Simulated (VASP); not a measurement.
# Li3B2H (P-3m1) in VASP: further runs

Li3B2H is run at these levels: PBE; tasks: single point, relaxation of cell and atoms.

Everything below comes from runs of VASP 6.6.1. Logs are shortened: lines on timing, memory, paths and dates and some standing lists are left out, and cuts for length are marked.

## 1. The cell of the first run

Symmetry: P-3m1, No. 164, trigonal system. The conventional cell has a = 2.355 Å, b = 2.355 Å, c = 10.035 Å, α = 90.00°, β = 90.00°, γ = 120.00°. Within 2.4 Å of Li (site symmetry 3m) lie 3 H at 1.80 Å and 6 Li at 2.36 Å and 3 B at 2.36 Å. Within 3.1 Å of Li (site symmetry -3m) lie 6 B at 2.34 Å and 6 Li at 2.36 Å. B (site symmetry 3m) has 6 Li at 2.34 to 2.36 Å and 6 B at 2.36 Å within 3.1 Å. Within 2.4 Å of H (site symmetry -3m) lie 6 Li at 1.80 Å and 6 H at 2.36 Å.

## 2. Single point, PBE

INCAR reads:

```
ALGO = Normal
EDIFF = 1E-6
ENCUT = 520
GGA = PE
ISIF = 2
ISMEAR = 0
LASPH = True
LCHARG = True
LELF = True
LREAL = False
LVHAR = True
LWAVE = False
NBANDS = 17
NELM = 100
PREC = Accurate
SIGMA = 0.1
```

KPOINTS reads:

```
k-points
0
Gamma
  18 18 4
```

POSCAR reads:

```
Li3B2H
1.0
    2.3553723039      0.0000000000      0.0000000000
   -1.1776861520      2.0398122505      0.0000000000
    0.0000000000      0.0000000000     10.0353864415
Li B H
3 2 1
Direct
    0.3333333333      0.6666666667      0.8828498976
    0.6666666667      0.3333333333      0.1171501024
    0.0000000000      0.0000000000      0.5000000000
    0.3333333333      0.6666666667      0.3097748888
    0.6666666667      0.3333333333      0.6902251112
    0.0000000000      0.0000000000      0.0000000000
```

Potentials or basis: VASP PAW PBE potentials, release 64 (Li_sv, B, H).

On the command line:

```
$ cat potpaw_PBE.64/Li_sv/POTCAR potpaw_PBE.64/B/POTCAR potpaw_PBE.64/H/POTCAR > POTCAR
$ mpirun -np 1 vasp_std > vasp.out
```

OUTCAR:

```text
EDIFF = 1E-6
   ENCUT = 520
   GGA = PE
   ISIF = 2
   ISMEAR = 0
   LASPH = True
   LREAL = False
   NELM = 100
   PREC = Accurate

 ion  position               nearest neighbor table
   1  0.333  0.667  0.883-   5 2.36   5 2.36   5 2.36
   2  0.667  0.333  0.117-   4 2.36   4 2.36   4 2.36
   3  0.000  0.000  0.500-   4 2.34   5 2.34   4 2.34   5 2.34   5 2.34   4 2.34
   4  0.333  0.667  0.310-   3 2.34   3 2.34   3 2.34   2 2.36   2 2.36   2 2.36
   5  0.667  0.333  0.690-   3 2.34   3 2.34   3 2.34   1 2.36   1 2.36   1 2.36
   6  0.000  0.000  0.000-

  LATTYP: Found a hexagonal cell.
 ALAT       =     2.3553723039
 C/A-ratio  =     4.2606370232

  Lattice vectors:

 A1 = (   2.3553723039,   0.0000000000,   0.0000000000)
 A2 = (  -1.1776861520,   2.0398122505,   0.0000000000)
 A3 = (   0.0000000000,   0.0000000000,  10.0353864415)

Analysis of symmetry for initial positions (statically):
=====================================================================
 Subroutine PRICEL returns:
 Original cell was already a primitive cell.

 Routine SETGRP: Setting up the symmetry group for a
 hexagonal supercell.

 Subroutine GETGRP returns: Found 12 space group operations
 (whereof 12 operations were pure point group operations)
 out of a pool of 24 trial point group operations.

The static configuration has the point symmetry D_3d.

Analysis of symmetry for dynamics (positions and initial velocities):
=====================================================================
 Subroutine PRICEL returns:
 Original cell was already a primitive cell.

 Routine SETGRP: Setting up the symmetry group for a
 hexagonal supercell.

 Subroutine GETGRP returns: Found 12 space group operations
 (whereof 12 operations were pure point group operations)
 out of a pool of 24 trial point group operations.

The dynamic configuration has the point symmetry D_3d.

 Subroutine INISYM returns: Found 12 space group operations
 (whereof 12 operations are pure point group operations),
 and found     1 'primitive' translations

----------------------------------------------------------------------------------------

                                     Primitive cell

  volume of cell :      48.2152

  direct lattice vectors                    reciprocal lattice vectors
     2.355372304  0.000000000  0.000000000     0.424561331  0.245120599  0.000000000
    -1.177686152  2.039812250  0.000000000     0.000000000  0.490241197  0.000000000
     0.000000000  0.000000000 10.035386442     0.000000000  0.000000000  0.099647383

  length of vectors
     2.355372304  2.355372304 10.035386442     0.490241197  0.490241197  0.099647383

  position of ions in fractional coordinates (direct lattice)
     0.333333333  0.666666667  0.882849898
     0.666666667  0.333333333  0.117150102
     0.000000000  0.000000000  0.500000000
     0.333333333  0.666666667  0.309774889
     0.666666667  0.333333333  0.690225111
     0.000000000  0.000000000  0.000000000

  ion indices of the primitive-cell ions
   primitive index   ion index
                 1           1
                 2           2
                 3           3
                 4           4
                 5           5
                 6           6

----------------------------------------------------------------------------------------

 KPOINTS: k-points

Automatic generation of k-mesh.
 Grid dimensions read from file:
 generate k-points for:   18   18    4

 Generating k-lattice:

  Cartesian coordinates                     Fractional coordinates (reciprocal lattice)
     0.023586741  0.013617811  0.000000000     0.055555556  0.000000000  0.000000000
     0.000000000  0.027235622  0.000000000     0.000000000  0.055555556  0.000000000
     0.000000000  0.000000000  0.024911846     0.000000000  0.000000000  0.250000000

  Length of vectors
     0.027235622  0.027235622  0.024911846

  Shift w.r.t. Gamma in fractional coordinates (k-lattice)
     0.000000000  0.000000000  0.000000000

 Subroutine IBZKPT returns following result:
 ===========================================

 Found    138 irreducible k-points:

 Following reciprocal coordinates:
            Coordinates               Weight
  0.000000  0.000000  0.000000      1.000000
  0.055556  0.000000  0.000000      6.000000
  0.111111  0.000000  0.000000      6.000000
  0.166667  0.000000  0.000000      6.000000
  0.222222  0.000000  0.000000      6.000000
  0.277778  0.000000  0.000000      6.000000
[... 16 lines left out ...]
  0.333333  0.111111  0.000000     12.000000
  0.388889  0.111111  0.000000     12.000000
 [... further k-points ...]
   k-points           NKPTS =    138   k-points in BZ     NKDIM =    138   number of bands    NBANDS=     17
   number of dos      NEDOS =    301   number of ions     NIONS =      6
   total plane-waves  NPLWV =  25920
   dimension x,y,z NGX =    18 NGY =   18 NGZ =   80
   dimension x,y,z NGXF=    36 NGYF=   36 NGZF=  160
   ions per type =               3   2   1
   NGX,Y,Z   is equivalent  to a cutoff of  12.70, 12.70, 13.25 a.u.
   NGXF,Y,Z  is equivalent  to a cutoff of  25.41, 25.41, 26.51 a.u.
 SYSTEM =  unknown system
   PREC   = accura    normal or accurate (medium, high low for compatibility)
   ISTART =      0    job   : 0-new  1-cont  2-samecut
   ICHARG =      2    charge: 1-file 2-atom 10-const
   ISPIN  =      1    spin polarized calculation?
   LNONCOLLINEAR =      F non collinear calculations
   LSORBIT =      F    spin-orbit coupling
   LASPH  =      T    aspherical Exc in radial PAW
   ENCUT  =  520.0 eV  38.22 Ry    6.18 a.u.   4.38  4.38 18.66*2*pi/ulx,y,z
   NELM   =    100;   NELMIN=  2; NELMDL= -5     # of ELM steps
   EDIFF  = 0.1E-05   stopping-criterion for ELM
   LREAL  =      F    real-space projection
   EDIFFG = 0.1E-04   stopping-criterion for IOM
   NSW    =      0    number of steps for IOM
   IBRION =     -1    ionic relax: 0-MD 1-quasi-New 2-CG
   NFREE  =      0    steps in history (QN), initial steepest desc. (CG)
   ISIF   =      2    stress and relaxation
   ISYM   =      2    0-nonsym 1-usesym 2-fastsym
   POTIM  = 0.5000    time-step for ionic-motion
   TEBEG  =    0.0;   TEEND  =   0.0 temperature during run
   PSTRESS=    0.0 pullay stress
   NELECT =      16.0000    total number of electrons
   NUPDOWN=      -1.0000    fix difference up-down
   EMIN   =  10.00;   EMAX   =-10.00  energy-range for DOS
   EFERMI =   0.00;   METHOD = LEGACY
   ISMEAR =     0;   SIGMA  =   0.10  broadening in eV -4-tet -1-fermi 0-gaus
   EFERMI_NEDOS =   21; number of points for ismear=-14 and -15
   IALGO  =     38    algorithm
   IMIX   =      4    mixing-type and parameters
     AMIX     =   0.40;   BMIX     =  1.00
     AMIX_MAG =   1.60;   BMIX_MAG =  1.00
  volume/ion in A,a.u.               =       8.04        54.23
  Fermi-wavevector in a.u.,A,eV,Ry     =   1.133410  2.141834 17.478279  1.284617
  Thomas-Fermi vector in A             =   2.270112
   LORBIT       =      0    0 simple, 1 ext, 2 COOP (PROOUT), +10 PAW based schemes
   GGA     = PE    functional components
   LHFCALC =     F    Hartree Fock is set to
   AEXX    =    0.0000 exact exchange contribution
   IVDW    =     0    specifies the selected vdW correction
   LEPSILON=     F    determine dielectric tensor
   LRPA    =     F    only Hartree local field effects (RPA)
 non-spin polarized calculation
 Gauss-broadening in eV      SIGMA  =   0.10
  energy-cutoff  :      520.00
  volume of cell :       48.22
 maximum number of plane-waves:      1339
 NGX is ok and might be reduce to    18
   NGX =  9   NGY =  9   NGZ = 37

 number of electron      16.0000004 magnetization

 Free energy of the ion-electron system (eV)
  ---------------------------------------------------
  ext. energy  EPLUGINS =         0.00000000
  ---------------------------------------------------
  free energy    TOTEN  =       -19.24044895 eV

  energy without entropy =      -19.23318372  energy(sigma->0) =      -19.23681633

 E-fermi :   4.0603     XC(G=0): -10.1032

 val. band max:        4.0416539929   @ k =   0.3333   0.1667   0.2500
 cond. band min:       4.0638198898   @ k =   0.4444   0.1111   0.0000
 fundamental gap:      0.0221658968
 Fermi energy:         4.0602727106

 k-point     1 :       0.0000    0.0000    0.0000
  band No.  band energies     occupation
      1     -41.7459      2.00000
      2     -41.7026      2.00000
      3     -41.3611      2.00000
      4      -6.7927      2.00000
      5      -6.7291      2.00000
      6      -3.7680      2.00000
[... 9 lines left out ...]
     16      15.5337      0.00000
     17      21.1406      0.00000

 k-point     2 :       0.0556    0.0000    0.0000
  band No.  band energies     occupation
      1     -41.7401      2.00000
      2     -41.6974      2.00000
      3     -41.3557      2.00000
      4      -6.7055      2.00000
      5      -6.6386      2.00000
      6      -3.6897      2.00000
[... 9 lines left out ...]
     16      15.6784      0.00000
     17      21.0682      0.00000

 k-point     3 :       0.1111    0.0000    0.0000
  band No.  band energies     occupation
      1     -41.7230      2.00000
      2     -41.6823      2.00000
      3     -41.3397      2.00000
      4      -6.4441      2.00000
      5      -6.3673      2.00000
      6      -3.4556      2.00000
[... 9 lines left out ...]
     16      16.0036      0.00000
     17      20.9396      0.00000

 k-point     4 :       0.1667    0.0000    0.0000
  band No.  band energies     occupation
      1     -41.6968      2.00000
      2     -41.6592      2.00000
      3     -41.3153      2.00000
      4      -6.0087      2.00000
      5      -5.9158      2.00000
      6      -3.0703      2.00000
[... 9 lines left out ...]
     16      16.4630      0.00000
     17      18.5544      0.00000
[... 343 lines left out ...]
      1     -41.5875      2.00000
      2     -41.5661      2.00000
      3     -41.2149      2.00000
      4      -3.4103      2.00000
      5      -3.2273      2.00000
      6      -0.9290      2.00000
[... 9 lines left out ...]
     16      14.5265      0.00000
     17      14.8186      0.00000

 k-point    23 :       0.3333    0.1111    0.0000
  band No.  band energies     occupation
      1     -41.5616      2.00000
      2     -41.5453      2.00000
      3     -41.1918      2.00000
      4      -2.3013      2.00000
      5      -2.0826      2.00000
      6      -0.1690      2.00000
[... 9 lines left out ...]
     16      13.5535      0.00000
     17      14.0175      0.00000

 k-point    24 :       0.3889    0.1111    0.0000
  band No.  band energies     occupation
      1     -41.5440      2.00000
      2     -41.5323      2.00000
      3     -41.1766      2.00000
      4      -1.0604      2.00000
      5      -0.8009      2.00000
      6       0.4289      2.00000
[... 9 lines left out ...]
     16      12.4762      0.00000
     17      13.6731      0.00000

 [... further k-points ...]
[... 5 lines left out ...]
  --------------------------------------------------------------------------------------
  -------------------------------------------------------------------------------------
  Total       -0.0306230     -0.0306230     -0.0083477      0.0000000      0.0000000      0.0000000
  in kB       -1.0175951     -1.0175951     -0.2773911      0.0000000      0.0000000      0.0000000
  external PRESSURE =      -0.7708605 kB  Pullay stress =       0.0000000 kB

 VOLUME and BASIS-vectors are now :
 -----------------------------------------------------------------------------
  energy-cutoff  :      520.00
  volume of cell :       48.22
      direct lattice vectors                 reciprocal lattice vectors
     2.355372304  0.000000000  0.000000000     0.424561331  0.245120599  0.000000000
    -1.177686152  2.039812250  0.000000000     0.000000000  0.490241197  0.000000000
     0.000000000  0.000000000 10.035386442     0.000000000  0.000000000  0.099647383

 POSITION                                       TOTAL-FORCE (eV/Angst)
 -----------------------------------------------------------------------------------
     -0.00000      1.35987      8.85974        -0.000000     -0.000000     -0.002987
      1.17769      0.67994      1.17565         0.000000      0.000000      0.002987
      0.00000      0.00000      5.01769        -0.000000      0.000000     -0.000000
     -0.00000      1.35987      3.10871        -0.000000     -0.000000      0.000248
      1.17769      0.67994      6.92668        -0.000000      0.000000     -0.000248
      0.00000      0.00000      0.00000        -0.000000      0.000000     -0.000000
 -----------------------------------------------------------------------------------
    total drift:                               -0.000000      0.000000      0.000000

  FREE ENERGIE OF THE ION-ELECTRON SYSTEM (eV)
  ---------------------------------------------------
  free  energy   TOTEN  =       -19.2404489466 eV

  energy  without entropy=      -19.2331837160  energy(sigma->0) =      -19.23681633
```

Wall time 39 s (1 thread of Intel Xeon 6975P-C (Granite Rapids), shared host); peak memory 0.23 GiB.

Results:

- Free energy: -19.2404 eV
- Band gap on the k mesh: zero (band 8 reaches 4.78 eV, above the bottom of band 9 at 3.09 eV)

Forces on the atoms (eV/Å):
```
Li   0.000  0.000 -0.003
Li   0.000  0.000  0.003
Li   0.000  0.000  0.000
B    0.000  0.000  0.000
B    0.000  0.000  0.000
H    0.000  0.000  0.000
```

Levels at points of the mesh, in eV from the Fermi level:
```tsv
k point	band 6	band 7	band 8	band 9	band 10	band 11
(0.00, 0.00, 0.00)	-7.83	-4.42	-3.95	4.33	4.78	10.42
(0.50, 0.00, 0.00)	-3.70	-3.49	-2.42	-0.26	1.77	2.86
(0.00, 0.00, 0.50)	-7.82	-4.55	-3.79	3.37	7.29	7.61
(0.50, 0.00, 0.50)	-3.98	-2.97	-2.87	0.39	0.74	3.74
```

Caveat: the cutoff is under 1.25 times the usual one of these potentials, so pressure, stress and relaxed cells hold a basis-set (Pulay) error.

## 3. Relaxation of cell and atoms, PBE

This run uses another cell than the first one, of 8.11 Å³/atom, 1.009 times its volume.

INCAR reads:

```
SYSTEM = Li3B2H
PREC = Accurate ; ENCUT = 600
EDIFF = 1E-6 ; ISMEAR = 0
SIGMA = 0.1 ; LREAL = .False.
LASPH = .True. ; NELM = 100
ALGO = Normal ; ISIF = 3
LWAVE = .False. ; LCHARG = .False.
GGA = PE ; IBRION = 2
NSW = 100 ; EDIFFG = -0.01
```

KPOINTS reads:

```
Automatic mesh
0
Gamma
  18 18 4
  0 0 0
```

POSCAR reads:

```
Li3B2H
1.0
    2.3681580679      0.0000000000      0.0000000000
   -1.1840790340      2.0508850470      0.0000000000
    0.0000000000      0.0000000000     10.0134252345
Li B H
3 2 1
Direct
    0.3333333333      0.6666666667      0.8829438087
    0.6666666667      0.3333333333      0.1170561913
    0.0000000000      0.0000000000      0.5000000000
    0.3333333333      0.6666666667      0.3096608782
    0.6666666667      0.3333333333      0.6903391218
    0.0000000000      0.0000000000      0.0000000000
```

Potentials or basis: VASP PAW PBE potentials, release 64 (Li_sv, B, H).

On the command line:

```
$ cat potpaw_PBE.64/Li_sv/POTCAR potpaw_PBE.64/B/POTCAR potpaw_PBE.64/H/POTCAR > POTCAR
$ mpirun -np 1 vasp_std > vasp.out
```

Wall time 86 s (1 thread of Intel Xeon 6975P-C (Granite Rapids), shared host); peak memory 0.24 GiB.

Results (log left out):

```yaml
Free_energy: -19.2439 eV
Relaxed_volume: 8.02 Å³/atom
Relaxed_cell: a = 2.353 Å, b = 2.353 Å, c = 10.035 Å, α = 90.00°, β = 90.00°, γ = 120.00°
Space_group_after_relaxing_to_0.05_Å: P-3m1 (No. 164)
Energy_gained_by_relaxing: 0.3 meV/atom
Ionic_steps: 5
Pressure_after_relaxing: 0.0 GPa
Band_gap_on_the_k_mesh: zero (band 8 reaches 4.80 eV, above the bottom of band 9 at 3.12 eV)
```

The path:
```csv
step,energy change (eV),largest force (eV/Å),pressure (GPa),volume (Å³)
1,0.0000,0.0060,-0.44,48.63
2,-0.0011,0.0047,-0.34,48.48
3,-0.0019,0.0054,-0.16,48.21
4,-0.0019,0.0054,-0.14,48.18
5,-0.0019,0.0018,-0.04,48.10
```

Final structure:
```
Li B H
1.0
     2.35262    0.00000    0.00000
    -1.17631    2.03743    0.00000
     0.00000    0.00000   10.03499
Li B H
3 2 1
Direct
  0.33333 0.66667 0.88284
  0.66667 0.33333 0.11716
  0.00000 0.00000 0.50000
  0.33333 0.66667 0.30975
  0.66667 0.33333 0.69025
  0.00000 0.00000 0.00000
```

Levels at points of the mesh, in eV from the Fermi level:
| k point | band 5 | band 6 | band 7 | band 8 | band 9 | band 10 | band 11 | band 12 |
| --- | --- | --- | --- | --- | --- | --- | --- | --- |
| (0.00, 0.00, 0.00) | -10.81 | -7.84 | -4.44 | -3.97 | 4.32 | 4.77 | 10.45 | 10.46 |
| (0.50, 0.00, 0.00) | -4.27 | -3.70 | -3.49 | -2.41 | -0.26 | 1.77 | 2.86 | 5.80 |
| (0.00, 0.00, 0.50) | -10.81 | -7.84 | -4.57 | -3.81 | 3.36 | 7.27 | 7.60 | 10.46 |
| (0.50, 0.00, 0.50) | -4.10 | -3.98 | -2.96 | -2.87 | 0.39 | 0.74 | 3.75 | 5.53 |

Caveat: the cutoff is under 1.25 times the usual one of these potentials, so pressure, stress and relaxed cells hold a basis-set (Pulay) error.

## 4. Single point, PBE

This run uses another cell than the first one, of 8.25 Å³/atom, 1.027 times its volume.

INCAR reads:

```
SYSTEM = Li3B2H
ALGO = Normal
EDIFF = 1E-7
ENCUT = 520
GGA = PE
ISIF = 2
ISMEAR = 0
LASPH = .TRUE.
LCHARG = .FALSE.
LREAL = .FALSE.
LWAVE = .FALSE.
NBANDS = 17
NELM = 100
PREC = Accurate
SIGMA = 0.1
```

KPOINTS reads:

```
k-points
0
G
  6 6 2
  0 0 0
```

POSCAR reads:

```
Li3B2H
1.0
    2.3967023640      0.0000000021      0.0000000000
   -1.1983511838      2.0756051314      0.0000000000
    0.0000000000      0.0000000000      9.9500810935
Li B H
3 2 1
Direct
    0.3333333333      0.6666666667      0.8811878905
    0.6666666667      0.3333333333      0.1188121095
    0.0000000000      0.0000000000      0.5000000000
    0.3333333333      0.6666666667      0.3111079731
    0.6666666667      0.3333333333      0.6888920269
    0.0000000000      0.0000000000      0.0000000000
```

On the command line:

```
$ cat potpaw_PBE.64/Li_sv/POTCAR potpaw_PBE.64/B/POTCAR potpaw_PBE.64/H/POTCAR > POTCAR
$ mpirun -np 1 vasp_std > vasp.out
```

It took 7.2 s on 1 thread of Intel Xeon 6975P-C (Granite Rapids), shared host; peak memory 0.15 GiB.

Results (log left out):

```
Free energy            : -19.0745 eV
Largest force          : 0.013 eV/Å
Band gap on the k mesh : zero (band 8 reaches 3.56 eV, above the bottom of band 9 at 2.82 eV)
```

Forces in eV/Å, atoms in the order of the input:
```
Li   0.000  0.000  0.013
Li   0.000  0.000 -0.013
Li   0.000  0.000  0.000
B    0.000  0.000  0.002
B    0.000  0.000 -0.002
H    0.000  0.000  0.000
```

Levels at points of the mesh, in eV from the Fermi level:
```csv
k point,band 4,band 5,band 6,band 7,band 8,band 9,band 10,band 11,band 12,band 13
"(0.00, 0.00, 0.00)",-10.17,-10.07,-7.44,-3.88,-3.33,4.70,5.44,10.38,10.38,10.39
"(0.50, 0.00, 0.00)",-3.89,-3.67,-3.22,-3.20,-2.13,0.02,2.06,3.16,6.04,6.94
"(0.00, 0.00, 0.50)",-10.16,-10.08,-7.43,-4.04,-3.14,3.78,7.89,8.33,10.38,10.38
"(0.50, 0.00, 0.50)",-3.91,-3.62,-3.48,-2.66,-2.55,0.66,1.02,4.02,5.96,6.82
```

Caveat: the k points lie up to 0.50 Å⁻¹ apart; the cutoff is under 1.25 times the usual one of these potentials, so pressure, stress and relaxed cells hold a basis-set (Pulay) error.

(Part 1 of 2 ends here.)
